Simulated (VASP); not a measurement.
# Cs (P6/mmm) in VASP: a series of runs, part 2 of 2

VASP 6.6.1. The steps go on from the part before.

## Step 3: Relaxation of cell and atoms, LDA, target pressure 0.061 GPa, at which the enthalpy is minimised

This run uses another cell than the first one, of 97.33 Å³/atom.

Contents of INCAR:

```
SYSTEM = Cs
PREC = Accurate
ENCUT = 500
EDIFF = 1E-7
ISMEAR = -1
SIGMA = 0.1
LREAL = .False.
LASPH = .True.
NELM = 120
ALGO = Normal
ISIF = 3
LWAVE = .False.
LCHARG = .False.
GGA = CA
IBRION = 2
NSW = 60
EDIFFG = -0.005
PSTRESS = 0.61
GGA_COMPAT = .False.
NELMIN = 4
```

Contents of KPOINTS:

```
regular mesh
0
Gamma
  9 9 8
  0 0 0
```

Contents of POSCAR:

```
Cs
1.0
    4.9264004277      0.0000000000      0.0000000000
   -2.4632002139      4.2663879196      0.0000000000
    0.0000000000      0.0000000000      4.6308164021
Cs
1
Direct
    0.0000000000      0.0000000000      0.0000000000
```

Potentials or basis: VASP PAW LDA potentials, release 64 (Cs_sv).

Launch:

```console
> cat potpaw_LDA.64/Cs_sv/POTCAR > POTCAR
> mpirun -np 1 vasp_std > vasp.out
```

OUTCAR:

```text
SYSTEM = Cs
   PREC = Accurate
   ENCUT = 500
   EDIFF = 1E-7
   ISMEAR = -1
   LREAL = .False.
   LASPH = .True.
   NELM = 120
   ISIF = 3
   GGA = CA
   IBRION = 2
   NSW = 60
   EDIFFG = -0.005
   PSTRESS = 0.61
   NELMIN = 4

 ion  position               nearest neighbor table
   1  0.000  0.000  0.000-

  LATTYP: Found a hexagonal cell.
 ALAT       =     4.9264004277
 C/A-ratio  =     0.9400000000

  Lattice vectors:

 A1 = (   4.9264004277,   0.0000000000,   0.0000000000)
 A2 = (  -2.4632002139,   4.2663879196,   0.0000000000)
 A3 = (   0.0000000000,   0.0000000000,   4.6308164021)

Analysis of symmetry for initial positions (statically):
=====================================================================
 Subroutine PRICEL returns:
 Original cell was already a primitive cell.

 Routine SETGRP: Setting up the symmetry group for a
 hexagonal supercell.

 Subroutine GETGRP returns: Found 24 space group operations
 (whereof 24 operations were pure point group operations)
 out of a pool of 24 trial point group operations.

The static configuration has the point symmetry D_6h.

Analysis of symmetry for dynamics (positions and initial velocities):
=====================================================================
 Subroutine PRICEL returns:
 Original cell was already a primitive cell.

 Routine SETGRP: Setting up the symmetry group for a
 hexagonal supercell.

 Subroutine GETGRP returns: Found 24 space group operations
 (whereof 24 operations were pure point group operations)
 out of a pool of 24 trial point group operations.

The dynamic configuration has the point symmetry D_6h.

 Subroutine INISYM returns: Found 24 space group operations
 (whereof 24 operations are pure point group operations),
 and found     1 'primitive' translations

----------------------------------------------------------------------------------------

                                     Primitive cell

  volume of cell :      97.3302

  direct lattice vectors                    reciprocal lattice vectors
     4.926400428  0.000000000  0.000000000     0.202987965  0.117195157  0.000000000
    -2.463200214  4.266387920  0.000000000     0.000000000  0.234390313  0.000000000
     0.000000000  0.000000000  4.630816402     0.000000000  0.000000000  0.215944644

  length of vectors
     4.926400428  4.926400428  4.630816402     0.234390313  0.234390313  0.215944644

  position of ions in fractional coordinates (direct lattice)
     0.000000000  0.000000000  0.000000000

  ion indices of the primitive-cell ions
   primitive index   ion index
                 1           1

----------------------------------------------------------------------------------------

 KPOINTS: regular mesh

Automatic generation of k-mesh.
 Grid dimensions read from file:
 generate k-points for:    9    9    8

 Generating k-lattice:

  Cartesian coordinates                     Fractional coordinates (reciprocal lattice)
     0.022554218  0.013021684  0.000000000     0.111111111 -0.000000000  0.000000000
     0.000000000  0.026043368  0.000000000     0.000000000  0.111111111  0.000000000
[... 42 lines left out ...]
   total plane-waves  NPLWV =  46656
   dimension x,y,z NGX =    36 NGY =   36 NGZ =   36
   dimension x,y,z NGXF=    72 NGYF=   72 NGZF=   72
   ions per type =               1
   NGX,Y,Z   is equivalent  to a cutoff of  12.15, 12.15, 12.92 a.u.
   NGXF,Y,Z  is equivalent  to a cutoff of  24.30, 24.30, 25.85 a.u.
 SYSTEM =  Cs
   PREC   = accura    normal or accurate (medium, high low for compatibility)
   ISTART =      0    job   : 0-new  1-cont  2-samecut
   ICHARG =      2    charge: 1-file 2-atom 10-const
   ISPIN  =      1    spin polarized calculation?
   LNONCOLLINEAR =      F non collinear calculations
   LSORBIT =      F    spin-orbit coupling
   LASPH  =      T    aspherical Exc in radial PAW
   ENCUT  =  500.0 eV  36.75 Ry    6.06 a.u.   8.98  8.98  8.44*2*pi/ulx,y,z
   NELM   =    120;   NELMIN=  4; NELMDL= -5     # of ELM steps
   EDIFF  = 0.1E-06   stopping-criterion for ELM
   LREAL  =      F    real-space projection
   EDIFFG = -.5E-02   stopping-criterion for IOM
   NSW    =     60    number of steps for IOM
   IBRION =      2    ionic relax: 0-MD 1-quasi-New 2-CG
   NFREE  =      1    steps in history (QN), initial steepest desc. (CG)
   ISIF   =      3    stress and relaxation
   ISYM   =      2    0-nonsym 1-usesym 2-fastsym
   POTIM  = 0.5000    time-step for ionic-motion
   TEBEG  =    0.0;   TEEND  =   0.0 temperature during run
   PSTRESS=    0.6 pullay stress
   NELECT =       9.0000    total number of electrons
   NUPDOWN=      -1.0000    fix difference up-down
   EMIN   =  10.00;   EMAX   =-10.00  energy-range for DOS
   EFERMI =   0.00;   METHOD = LEGACY
   ISMEAR =    -1;   SIGMA  =   0.10  broadening in eV -4-tet -1-fermi 0-gaus
   EFERMI_NEDOS =   21; number of points for ismear=-14 and -15
   IALGO  =     38    algorithm
   IMIX   =      4    mixing-type and parameters
     AMIX     =   0.40;   BMIX     =  1.00
     AMIX_MAG =   1.60;   BMIX_MAG =  1.00
  volume/ion in A,a.u.               =      97.33       656.82
  Fermi-wavevector in a.u.,A,eV,Ry     =   0.740298  1.398960  7.456548  0.548041
  Thomas-Fermi vector in A             =   1.834666
   LORBIT       =      0    0 simple, 1 ext, 2 COOP (PROOUT), +10 PAW based schemes
   GGA     = CA    functional components
   LHFCALC =     F    Hartree Fock is set to
   AEXX    =    0.0000 exact exchange contribution
   IVDW    =     0    specifies the selected vdW correction
   LEPSILON=     F    determine dielectric tensor
   LRPA    =     F    only Hartree local field effects (RPA)
 conjugate gradient relaxation of ions
 non-spin polarized calculation
  energy-cutoff  :      500.00
  volume of cell :       97.33
 maximum number of plane-waves:      2493
 NGX is ok and might be reduce to    36
   NGX = 17   NGY = 17   NGZ = 17

--------------------------------------- Ionic step        1  -------------------------------------------

 number of electron       8.9999999 magnetization

 Free energy of the ion-electron system (eV)
  ---------------------------------------------------
  ext. energy  EPLUGINS =         0.00000000
  ---------------------------------------------------
  free energy    TOTEN  =        -0.95634836 eV

  energy without entropy =       -0.91679368  energy(sigma->0) =       -0.93657102

------------------------ aborting loop because EDIFF is reached ----------------------------------------

  FORCE on cell =-STRESS in cart. coord.  units (eV):
  Direction    XX          YY          ZZ          XY          YZ          ZX
  --------------------------------------------------------------------------------------
  -------------------------------------------------------------------------------------
  Total        0.0490858      0.0490858      0.0346006     -0.0000000      0.0000000      0.0000000
  in kB        0.8080143      0.8080143      0.5695687     -0.0000000      0.0000000      0.0000000
  external PRESSURE =       0.1185325 kB  Pullay stress =       0.6100000 kB
[... 61 lines left out ...]
--------------------------------------- Ionic step        3  -------------------------------------------

 number of electron       9.0000000 magnetization

 Free energy of the ion-electron system (eV)
  ---------------------------------------------------
  ext. energy  EPLUGINS =         0.00000000
  ---------------------------------------------------
  free energy    TOTEN  =        -0.95653245 eV

  energy without entropy =       -0.91709434  energy(sigma->0) =       -0.93681339

 E-fermi :   0.7432     XC(G=0):  -5.9692

 val. band max:        0.7343059995   @ k =   0.4444   0.1111   0.0000
 cond. band min:       0.7879898089   @ k =   0.2222   0.1111   0.3750
 fundamental gap:      0.0536838094
 Fermi energy:         0.7432223836

 k-point     1 :       0.0000    0.0000    0.0000
  band No.  band energies     occupation
      1     -23.0977      2.00000
      2      -9.7777      2.00000
      3      -9.7777      2.00000
      4      -9.7631      2.00000
      5      -1.1115      2.00000
      6       2.0003      0.00001
      7       3.1965      0.00000
      8       3.1965      0.00000
[... 243 lines left out ...]
 k-point    24 :       0.3333    0.3333    0.1250
  band No.  band energies     occupation
      1     -23.0764      2.00000
      2      -9.9706      2.00000
      3      -9.9706      2.00000
      4      -9.7773      2.00000
      5       1.6216      0.00031
      6       1.6216      0.00031
      7       1.8836      0.00002
      8       3.8690      0.00000

 [... further k-points ...]

------------------------ aborting loop because EDIFF is reached ----------------------------------------

  FORCE on cell =-STRESS in cart. coord.  units (eV):
  Direction    XX          YY          ZZ          XY          YZ          ZX
  --------------------------------------------------------------------------------------
  -------------------------------------------------------------------------------------
  Total        0.0401077      0.0401077      0.0400706     -0.0000000     -0.0000000      0.0000000
  in kB        0.6574804      0.6574804      0.6568721     -0.0000000     -0.0000000      0.0000000
  external PRESSURE =       0.0472777 kB  Pullay stress =       0.6100000 kB
[... 20 lines left out ...]
  energy  without entropy=       -0.9170943356  energy(sigma->0) =       -0.93681339

  enthalpy is  TOTEN    =        -0.9193211431 eV   P V=        0.0372113020

 reached required accuracy - stopping structural energy minimisation
```

OSZICAR:

```text
N       E                     dE             d eps       ncg     rms          rms(c)
DAV:   1     0.520576379815E+02    0.52058E+02   -0.30587E+03   960   0.780E+02
DAV:   2     0.312868041396E+01   -0.48929E+02   -0.48350E+02  1272   0.124E+02
DAV:   3    -0.912453233716E+00   -0.40411E+01   -0.40395E+01  1000   0.434E+01
DAV:   4    -0.959341136752E+00   -0.46888E-01   -0.46883E-01  1768   0.577E+00
[... 18 lines left out ...]
DAV:   2    -0.956709881724E+00    0.50390E-03   -0.63791E-04  1024   0.167E-01    0.516E-02
DAV:   3    -0.956535444867E+00    0.17444E-03   -0.71954E-04   992   0.161E-01    0.112E-02
DAV:   4    -0.956533806633E+00    0.16382E-05   -0.47588E-06  1248   0.175E-02    0.783E-03
DAV:   5    -0.956532451051E+00    0.13556E-05   -0.25453E-06  1200   0.105E-02    0.131E-03
DAV:   6    -0.956532445053E+00    0.59979E-08   -0.22965E-07   984   0.324E-03
   3 F= -.91932114E+00 E0= -.89960209E+00  d E =-.294948E-04
```

Run time: 76 s. Hardware: 1 thread of Intel Xeon 8259CL, shared host; peak memory 0.2 GiB.

What came out:

```yaml
Free_energy: -0.9565 eV
Relaxed_volume: 97.74 Å³/atom
Relaxed_cell: a = 4.938 Å, b = 4.938 Å, c = 4.629 Å, α = 90.00°, β = 90.00°, γ = 120.00°
Space_group_after_relaxing_to_0.1_Å: P6/mmm (No. 191)
Energy_change_on_relaxing_the_run_minimises_the_enthalpy: -0.2 meV/atom
Ionic_steps: 3
Pressure_after_relaxing: 0.1 GPa
Band_gap_on_the_k_mesh: zero (an odd number of electrons rules out a gap without spin polarisation)
```

Step by step:
| step | energy change (eV) | largest force (eV/Å) | pressure (GPa) | volume (Å³) |
| --- | --- | --- | --- | --- |
| 1 | 0.0000 | 0.0000 | 0.07 | 97.33 |
| 2 | -0.0001 | 0.0000 | 0.07 | 97.43 |
| 3 | -0.0002 | 0.0000 | 0.07 | 97.74 |

Final structure:
```
Cs
1.0
     4.93784    0.00000    0.00000
    -2.46892    4.27629    0.00000
     0.00000    0.00000    4.62862
Cs
1
Direct
  0.00000 0.00000 0.00000
```

Levels at points of the mesh, in eV from the Fermi level:
| k point | band 3 | band 4 | band 5 | band 6 | band 7 | band 8 |
| --- | --- | --- | --- | --- | --- | --- |
| (0.00, 0.00, 0.00) | -10.52 | -10.51 | -1.85 | 1.26 | 2.45 | 2.45 |
| (0.00, 0.00, 0.50) | -10.49 | -10.49 | -0.29 | 0.64 | 2.91 | 2.91 |

Caveat: the cell is relaxed towards a set pressure, so the run minimises the enthalpy, not the energy; spin-orbit coupling is left out, which moves the levels of the heavy elements.
